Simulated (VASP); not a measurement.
Wanted: the native input for a VASP 6.6.1 run.

```yaml
Task: single point
Functional: PBEsol
Potentials_or_basis: VASP PAW PBE potentials, release 64 (Pb_d, O)
Cutoff: 520 eV
k_mesh: 2 × 2 × 2
Occupations: fermi-dirac, width 0.052 eV
Spin: no spin polarisation
Dipole_correction: no
Further_INCAR_settings: LREAL = Auto; ALGO = Normal; EDIFF = 1e-07; NBANDS = 122
```

The structure of PbO2 lies in POSCAR:

```
PbO2
1.0
    0.0000000000      5.3581320000      5.3581320000
    5.3581320000      0.0000000000      5.3581320000
    5.3581320000      5.3581320000      0.0000000000
Pb O
8 16
Direct
    0.0055928073      0.0036016283     -0.0066125657
   -0.0033066561      0.0021090373      0.4976274381
   -0.0010434607      0.5067243584      0.0046424761
    0.0031073329      0.5020746969      0.5011917400
    0.4996934566     -0.0002074417      0.0006848469
    0.5039473645     -0.0072692311      0.5069485970
    0.5108437045      0.4971745750     -0.0105850322
    0.4977899014      0.4858062474      0.5050931929
    0.1204655839      0.1360441475      0.1002561154
    0.3646878240      0.3958589486      0.3711260753
    0.1310897156      0.1215962951      0.6342169249
    0.3737483511      0.3816494256      0.8826527603
    0.0888595130      0.6480980685      0.1290408672
    0.3392565730      0.9016301763      0.3608764211
    0.1024754523      0.6348158276      0.6442092132
    0.3798907903      0.8657410829      0.8591746153
    0.6125143987      0.1273986904      0.1470167215
    0.8973257844      0.3507356668      0.3804643111
    0.6037338199      0.1256164462      0.6202531964
    0.8567847899      0.3733403731      0.8926543803
    0.6278075083      0.6374366104      0.1118743435
    0.8753197943      0.8636117961      0.3906723463
    0.6287476680      0.6193936618      0.5916739267
    0.8538749139      0.9118648999      0.8744908673
```

These files were run (other wordings do the same):

INCAR

```
PREC = Accurate
ENCUT = 520
EDIFF = 1E-7
ISMEAR = -1
SIGMA = 0.052
LREAL = Auto
LASPH = True
NELM = 80
ALGO = Normal
ISIF = 2
LWAVE = False
LCHARG = False
GGA = PS
NBANDS = 122
```

KPOINTS

```
Automatic mesh
0
Gamma
  2 2 2
```

Potentials or basis: VASP PAW PBE potentials, release 64 (Pb_d, O).

Run with:

```sh
$ cat potpaw_PBE.64/Pb_d/POTCAR potpaw_PBE.64/O/POTCAR > POTCAR
$ mpirun -np 1 vasp_std > vasp.out
```

Results of the run:

- Pressure: -0.3 GPa
- Largest force: 1.691 eV/Å
- Band gap on the k mesh: zero (bands 104 and 105 overlap by 0.08 eV)

Caveat: the k points lie up to 0.51 Å⁻¹ apart; the atoms stand as in a frame of molecular dynamics; the structure was generated, so it needn't be the stable form of PbO2; semilocal functionals underestimate gaps, and a narrow one can read as zero; the PAW data sets were made with another functional, which shifts forces and pressure a little; spin-orbit coupling is left out, which moves the levels of the heavy elements.

Wall time 19 min on 1 thread of AMD EPYC 9755 128-Core Processor, on a shared host, peak memory 0.47 GiB.
